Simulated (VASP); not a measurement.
Write the native input for VASP 6.6.1 that does the following.

```
Task                   : single point
Functional             : PBE
Potentials or basis    : VASP PAW PBE potentials, release 64 (Sn_d, Se, S)
Cutoff                 : 520 eV
k mesh                 : 6 × 6 × 2
Occupations            : gaussian, width 0.1 eV
Spin                   : no spin polarisation
Dipole correction      : no
Further INCAR settings : ALGO = Normal; EDIFF = 1e-06; NBANDS = 39
```

The structure of Sn3SeS2 lies in POSCAR:

```
Sn3SeS2
1.0
    4.2223570800      0.0000000000      0.0000000000
   -2.1111785400      3.6566685000      0.0000000000
    0.0000000000      0.0000000000     10.3426203600
Sn Se S
3 1 2
Direct
    0.0000000000      0.0000000000      0.0000000000
    0.3333333300      0.6666666700      0.6666666700
    0.6666666700      0.3333333300      0.3333333300
    0.0000000000      0.0000000000      0.5000000000
    0.6666666700      0.3333333300      0.8333333300
    0.3333333300      0.6666666700      0.1666666700
```

The input as run:

INCAR

```
SYSTEM = Sn3SeS2
ALGO = Normal
EDIFF = 1E-6
ENCUT = 520
GGA = PE
ISIF = 2
ISMEAR = 0
LASPH = .True.
LCHARG = .False.
LREAL = .False.
LWAVE = .False.
NBANDS = 39
NELM = 100
PREC = Accurate
SIGMA = 0.1
```

KPOINTS

```
k-points
0
Gamma
  6 6 2
  0 0 0
```

Potentials or basis: VASP PAW PBE potentials, release 64 (Sn_d, Se, S).

Command:

```bash
$ cat potpaw_PBE.64/Sn_d/POTCAR potpaw_PBE.64/Se/POTCAR potpaw_PBE.64/S/POTCAR > POTCAR
$ mpirun -np 1 vasp_std > vasp.out
```

It gave:

| Quantity | Value |
| --- | --- |
| Pressure | -1.5 GPa |
| Largest force | 0.510 eV/Å |
| Band gap on the k mesh | 0.38 eV |

Caveat: spin-orbit coupling is left out, which moves the levels of the heavy elements.

Wall time 2.6 min on 1 thread of AMD EPYC 7R13 (shared host), peak memory 0.28 GiB.
